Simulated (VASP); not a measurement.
# FeSi (zincblende type) (F-43m) in VASP: a series of runs

The runs below take FeSi (zincblende type) through single point, with r2SCAN.

Everything below comes from runs of VASP 6.6.1. Logs are shortened: lines on timing, memory, paths and dates and some standing lists are left out, and cuts for length are marked.

## (1) The cell of the first run

The structure is cubic, space group F-43m (No. 216). The conventional cell has a = 3.929 Å, b = 3.929 Å, c = 3.929 Å, α = 90.00°, β = 90.00°, γ = 90.00°. Fe (site symmetry -43m) has 4 Si at 1.70 Å within 2.3 Å. Within 2.3 Å of Si (site symmetry -43m) lie 4 Fe at 1.70 Å.

## (2) Single point, r2SCAN, collinear spin, ferromagnetic start (volume scaled by 0.4)

POSCAR reads:

```
FeSi
1.0
    0.0000000000      1.9644497236      1.9644497236
    1.9644497236      0.0000000000      1.9644497236
    1.9644497236      1.9644497236      0.0000000000
Fe Si
1 1
Direct
    0.0000000000      0.0000000000      0.0000000000
    0.2500000000      0.2500000000      0.2500000000
```

INCAR.step1 reads:

```
SYSTEM = FeSi
PREC = Accurate
ENCUT = 520
ISMEAR = -1
SIGMA = 0.05
LREAL = .False.
LASPH = .True.
NELM = 150
ISPIN = 2
MAGMOM = 2.5 0
LMAXMIX = 4
NBANDS = 17
GGA = PE
ALGO = Normal
EDIFF = 1E-4
LWAVE = .True.
LCHARG = .False.
```

INCAR.step2 reads:

```
SYSTEM = FeSi
PREC = Accurate
ENCUT = 520
EDIFF = 1E-6
ISMEAR = -1
SIGMA = 0.05
LREAL = .False.
LASPH = .True.
NELM = 150
ALGO = Normal
ISIF = 2
LWAVE = .False.
LCHARG = .False.
ISPIN = 2
MAGMOM = 2.5 0
LORBIT = 11
LMAXMIX = 4
METAGGA = R2SCAN
LMIXTAU = .True.
NBANDS = 17
ISTART = 1
```

KPOINTS reads:

```
Automatic mesh
0
Gamma
  12 12 12
  0 0 0
```

Potentials or basis: VASP PAW PBE potentials, release 64 (Fe, Si).

On the command line:

```console
cat potpaw_PBE.64/Fe/POTCAR potpaw_PBE.64/Si/POTCAR > POTCAR
cp INCAR.step1 INCAR
mpirun -np 1 vasp_std > vasp.out
cp INCAR.step2 INCAR
mpirun -np 1 vasp_std > vasp.out
```

OUTCAR:

```text
SYSTEM = FeSi
   PREC = Accurate
   ENCUT = 520
   EDIFF = 1E-6
   ISMEAR = -1
   LREAL = .False.
   LASPH = .True.
   NELM = 150
   ISIF = 2
   ISPIN = 2
   LORBIT = 11
   METAGGA = R2SCAN
   ISTART = 1

 ion  position               nearest neighbor table
   1  0.000  0.000  0.000-   2 1.70   2 1.70   2 1.70   2 1.70
   2  0.250  0.250  0.250-   1 1.70   1 1.70   1 1.70   1 1.70

  LATTYP: Found a face centered cubic cell.
 ALAT       =     3.9288994472

  Lattice vectors:

 A1 = (   0.0000000000,   1.9644497236,   1.9644497236)
 A2 = (   1.9644497236,   0.0000000000,   1.9644497236)
 A3 = (   1.9644497236,   1.9644497236,   0.0000000000)

Analysis of symmetry for initial positions (statically):
=====================================================================
 Subroutine PRICEL returns:
 Original cell was already a primitive cell.

 Routine SETGRP: Setting up the symmetry group for a
 face centered cubic supercell.

 Subroutine GETGRP returns: Found 24 space group operations
 (whereof 24 operations were pure point group operations)
 out of a pool of 48 trial point group operations.

The static configuration has the point symmetry T_d .

Analysis of symmetry for dynamics (positions and initial velocities):
=====================================================================
 Subroutine PRICEL returns:
 Original cell was already a primitive cell.

 Routine SETGRP: Setting up the symmetry group for a
 face centered cubic supercell.

 Subroutine GETGRP returns: Found 24 space group operations
 (whereof 24 operations were pure point group operations)
 out of a pool of 48 trial point group operations.

The dynamic configuration has the point symmetry T_d .

Analysis of structural, dynamic, and magnetic symmetry:
=====================================================================
 Subroutine PRICEL returns:
 Original cell was already a primitive cell.

 Routine SETGRP: Setting up the symmetry group for a
 face centered cubic supercell.

 Subroutine GETGRP returns: Found 24 space group operations
 (whereof 24 operations were pure point group operations)
 out of a pool of 48 trial point group operations.

The overall configuration has the point symmetry T_d .

 Subroutine INISYM returns: Found 24 space group operations
 (whereof 24 operations are pure point group operations),
 and found     1 'primitive' translations

----------------------------------------------------------------------------------------

                                     Primitive cell

  volume of cell :      15.1619

  direct lattice vectors                    reciprocal lattice vectors
     0.000000000  1.964449724  1.964449724    -0.254524203  0.254524203  0.254524203
     1.964449724  0.000000000  1.964449724     0.254524203 -0.254524203  0.254524203
     1.964449724  1.964449724  0.000000000     0.254524203  0.254524203 -0.254524203

  length of vectors
     2.778151442  2.778151442  2.778151442     0.440848851  0.440848851  0.440848851

  position of ions in fractional coordinates (direct lattice)
     0.000000000  0.000000000  0.000000000
     0.250000000  0.250000000  0.250000000

  ion indices of the primitive-cell ions
   primitive index   ion index
                 1           1
                 2           2

----------------------------------------------------------------------------------------

 KPOINTS: Automatic mesh

Automatic generation of k-mesh.
 Grid dimensions read from file:
 generate k-points for:   12   12   12

 Generating k-lattice:

  Cartesian coordinates                     Fractional coordinates (reciprocal lattice)
    -0.021210350  0.021210350  0.021210350     0.083333333  0.000000000  0.000000000
     0.021210350 -0.021210350  0.021210350     0.000000000  0.083333333  0.000000000
     0.021210350  0.021210350 -0.021210350     0.000000000  0.000000000  0.083333333

  Length of vectors
     0.036737404  0.036737404  0.036737404

  Shift w.r.t. Gamma in fractional coordinates (k-lattice)
     0.000000000  0.000000000  0.000000000

 Subroutine IBZKPT returns following result:
 ===========================================

 Found     72 irreducible k-points:

 Following reciprocal coordinates:
            Coordinates               Weight
  0.000000  0.000000  0.000000      1.000000
  0.083333  0.000000  0.000000      8.000000
  0.166667  0.000000  0.000000      8.000000
  0.250000  0.000000  0.000000      8.000000
  0.333333  0.000000  0.000000      8.000000
  0.416667  0.000000  0.000000      8.000000
[... 16 lines left out ...]
  0.500000  0.166667  0.000000     24.000000
 -0.416667  0.166667  0.000000     24.000000
 [... further k-points ...]
   k-points           NKPTS =     72   k-points in BZ     NKDIM =     72   number of bands    NBANDS=     17
   number of dos      NEDOS =    301   number of ions     NIONS =      2
   total plane-waves  NPLWV =  13824
   dimension x,y,z NGX =    24 NGY =   24 NGZ =   24
   dimension x,y,z NGXF=    48 NGYF=   48 NGZF=   48
   ions per type =               1   1
   NGX,Y,Z   is equivalent  to a cutoff of  14.36, 14.36, 14.36 a.u.
   NGXF,Y,Z  is equivalent  to a cutoff of  28.72, 28.72, 28.72 a.u.
 SYSTEM =  FeSi
   PREC   = accura    normal or accurate (medium, high low for compatibility)
   ISTART =      1    job   : 0-new  1-cont  2-samecut
   ICHARG =      0    charge: 1-file 2-atom 10-const
   ISPIN  =      2    spin polarized calculation?
   LNONCOLLINEAR =      F non collinear calculations
   LSORBIT =      F    spin-orbit coupling
   LASPH  =      T    aspherical Exc in radial PAW
   ENCUT  =  520.0 eV  38.22 Ry    6.18 a.u.   5.17  5.17  5.17*2*pi/ulx,y,z
   NELM   =    150;   NELMIN=  2; NELMDL=  0     # of ELM steps
   EDIFF  = 0.1E-05   stopping-criterion for ELM
   LREAL  =      F    real-space projection
   EDIFFG = 0.1E-04   stopping-criterion for IOM
   NSW    =      0    number of steps for IOM
   IBRION =     -1    ionic relax: 0-MD 1-quasi-New 2-CG
   NFREE  =      0    steps in history (QN), initial steepest desc. (CG)
   ISIF   =      2    stress and relaxation
   ISYM   =      2    0-nonsym 1-usesym 2-fastsym
   POTIM  = 0.5000    time-step for ionic-motion
   TEBEG  =    0.0;   TEEND  =   0.0 temperature during run
   PSTRESS=    0.0 pullay stress
   NELECT =      12.0000    total number of electrons
   NUPDOWN=      -1.0000    fix difference up-down
   EMIN   =  10.00;   EMAX   =-10.00  energy-range for DOS
   EFERMI =   0.00;   METHOD = LEGACY
   ISMEAR =    -1;   SIGMA  =   0.05  broadening in eV -4-tet -1-fermi 0-gaus
   EFERMI_NEDOS =   21; number of points for ismear=-14 and -15
   IALGO  =     38    algorithm
   IMIX   =      4    mixing-type and parameters
     AMIX     =   0.40;   BMIX     =  1.00
     AMIX_MAG =   1.60;   BMIX_MAG =  1.00
  volume/ion in A,a.u.               =       7.58        51.16
  Fermi-wavevector in a.u.,A,eV,Ry     =   1.514320  2.861650 31.200405  2.293165
  Thomas-Fermi vector in A             =   2.623993
   LORBIT       =     11    0 simple, 1 ext, 2 COOP (PROOUT), +10 PAW based schemes
   METAGGA = R2SCAN    functional components
   LHFCALC =     F    Hartree Fock is set to
   AEXX    =    0.0000 exact exchange contribution
   IVDW    =     0    specifies the selected vdW correction
   LEPSILON=     F    determine dielectric tensor
   LRPA    =     F    only Hartree local field effects (RPA)
 spin polarized calculation
  energy-cutoff  :      520.00
  volume of cell :       15.16
 maximum number of plane-waves:       424
 NGX is ok and might be reduce to    24
   NGX = 11   NGY = 11   NGZ = 11

 number of electron      12.0000001 magnetization      -0.0000000

 number of electron      12.0000001 magnetization       0.0000000

 Free energy of the ion-electron system (eV)
  ---------------------------------------------------
  ext. energy  EPLUGINS =         0.00000000
  ---------------------------------------------------
  free energy    TOTEN  =        -9.57660451 eV

  energy without entropy =       -9.57659044  energy(sigma->0) =       -9.57659748

 E-fermi :  14.8356     XC(G=0): -15.5157

 val. band max:       14.5190200398   @ k =  -0.2500   0.5000   0.2500
 cond. band min:      15.2658837622   @ k =  -0.4167   0.2500   0.0833
 fundamental gap:      0.7468637223
 Fermi energy:        14.8355633520

 spin component 1

 k-point     1 :       0.0000    0.0000    0.0000
  band No.  band energies     occupation
      1      -0.8170      1.00000
      2       9.8763      1.00000
      3       9.8763      1.00000
      4       9.8763      1.00000
      5      12.2514      1.00000
      6      12.2514      1.00000
[... 9 lines left out ...]
     16      37.8168      0.00000
     17      39.9444      0.00000

 k-point     2 :       0.0833    0.0000    0.0000
  band No.  band energies     occupation
      1      -0.5895      1.00000
      2       9.7757      1.00000
      3       9.9557      1.00000
      4       9.9557      1.00000
      5      12.1938      1.00000
      6      12.1938      1.00000
[... 9 lines left out ...]
     16      38.5147      0.00000
     17      40.9600      0.00000

 k-point     3 :       0.1667    0.0000    0.0000
  band No.  band energies     occupation
      1       0.0781      1.00000
      2       9.4837      1.00000
      3      10.1278      1.00000
      4      10.1278      1.00000
      5      12.1150      1.00000
      6      12.1151      1.00000
[... 392 lines left out ...]
 k-point    23 :       0.5000    0.1667    0.0000
  band No.  band energies     occupation
      1       5.0632      1.00000
      2       7.1072      1.00000
      3       9.5069      1.00000
      4      10.5362      1.00000
      5      13.3563      1.00000
      6      13.4003      1.00000
[... 9 lines left out ...]
     16      47.4189      0.00000
     17      47.6638      0.00000

 k-point    24 :      -0.4167    0.1667    0.0000
  band No.  band energies     occupation
      1       5.4967      1.00000
      2       6.8026      1.00000
      3       9.4471      1.00000
      4      10.5077      1.00000
      5      12.9858      1.00000
      6      13.7572      1.00000
[... 9 lines left out ...]
     16      45.4729      0.00000
     17      49.5080      0.00000

 [... further k-points ...]

 spin component 2

 k-point     1 :       0.0000    0.0000    0.0000
  band No.  band energies     occupation
      1      -0.8170      1.00000
      2       9.8763      1.00000
      3       9.8763      1.00000
      4       9.8763      1.00000
      5      12.2514      1.00000
      6      12.2514      1.00000
[... 9 lines left out ...]
     16      37.8168      0.00000
     17      39.9444      0.00000

 k-point     2 :       0.0833    0.0000    0.0000
  band No.  band energies     occupation
      1      -0.5895      1.00000
      2       9.7757      1.00000
      3       9.9557      1.00000
      4       9.9557      1.00000
      5      12.1938      1.00000
      6      12.1938      1.00000
[... 9 lines left out ...]
     16      38.5147      0.00000
     17      40.9600      0.00000

 k-point     3 :       0.1667    0.0000    0.0000
  band No.  band energies     occupation
      1       0.0781      1.00000
      2       9.4837      1.00000
      3      10.1278      1.00000
      4      10.1278      1.00000
      5      12.1150      1.00000
      6      12.1150      1.00000
[... 392 lines left out ...]
 k-point    23 :       0.5000    0.1667    0.0000
  band No.  band energies     occupation
      1       5.0632      1.00000
      2       7.1072      1.00000
      3       9.5069      1.00000
      4      10.5362      1.00000
      5      13.3563      1.00000
      6      13.4003      1.00000
[... 9 lines left out ...]
     16      47.4189      0.00000
     17      47.6638      0.00000

 k-point    24 :      -0.4167    0.1667    0.0000
  band No.  band energies     occupation
      1       5.4967      1.00000
      2       6.8026      1.00000
      3       9.4471      1.00000
      4      10.5077      1.00000
      5      12.9858      1.00000
      6      13.7572      1.00000
[... 9 lines left out ...]
     16      45.4729      0.00000
     17      49.5080      0.00000

 [... further k-points ...]

------------------------ aborting loop because EDIFF is reached ----------------------------------------

  FORCE on cell =-STRESS in cart. coord.  units (eV):
  Direction    XX          YY          ZZ          XY          YZ          ZX
  --------------------------------------------------------------------------------------
  -------------------------------------------------------------------------------------
  Total       36.2579095     36.2579095     36.2579095     -0.0000000     -0.0000000      0.0000000
  in kB     3831.4273254   3831.4273254   3831.4273254     -0.0000000     -0.0000000      0.0000000
  external PRESSURE =    3831.4273254 kB  Pullay stress =       0.0000000 kB

 VOLUME and BASIS-vectors are now :
 -----------------------------------------------------------------------------
  energy-cutoff  :      520.00
  volume of cell :       15.16
      direct lattice vectors                 reciprocal lattice vectors
     0.000000000  1.964449724  1.964449724    -0.254524203  0.254524203  0.254524203
     1.964449724  0.000000000  1.964449724     0.254524203 -0.254524203  0.254524203
     1.964449724  1.964449724  0.000000000     0.254524203  0.254524203 -0.254524203

 POSITION                                       TOTAL-FORCE (eV/Angst)
 -----------------------------------------------------------------------------------
      0.00000      0.00000      0.00000         0.000000      0.000000      0.000000
      0.98222      0.98222      0.98222        -0.000000     -0.000000     -0.000000
 -----------------------------------------------------------------------------------
    total drift:                               -0.000003     -0.000003     -0.000002

  FREE ENERGIE OF THE ION-ELECTRON SYSTEM (eV)
  ---------------------------------------------------
  free  energy   TOTEN  =        -9.5766045135 eV

  energy  without entropy=       -9.5765904448  energy(sigma->0) =       -9.57659748

 total charge

# of ion       s       p       d       tot
------------------------------------------
    1        0.701   0.977   8.326  10.005
    2        1.027   1.407   0.000   2.434
--------------------------------------------------
tot          1.728   2.385   8.326  12.439

 magnetization (x)

# of ion       s       p       d       tot
------------------------------------------
    1       -0.000  -0.000  -0.000  -0.000
    2        0.000   0.000   0.000   0.000
--------------------------------------------------
tot         -0.000   0.000  -0.000  -0.000
```

Run time: 50 s. Hardware: 1 thread of Intel Xeon 6975P-C (Granite Rapids), shared host; peak memory 0.17 GiB.

Results:

```yaml
Free_energy: -9.5766 eV
Pressure: 383.1 GPa
Band_gap_on_the_k_mesh: 0.75 eV, indirect (least direct gap 1.19 eV)
Net_moment: 0.00 μB per cell
```

Caveat: the starting moments collapsed, and a magnetic state may lie lower; the PAW data sets were made with another functional, which shifts forces and pressure a little.

(Part 1 of 3 ends here.)
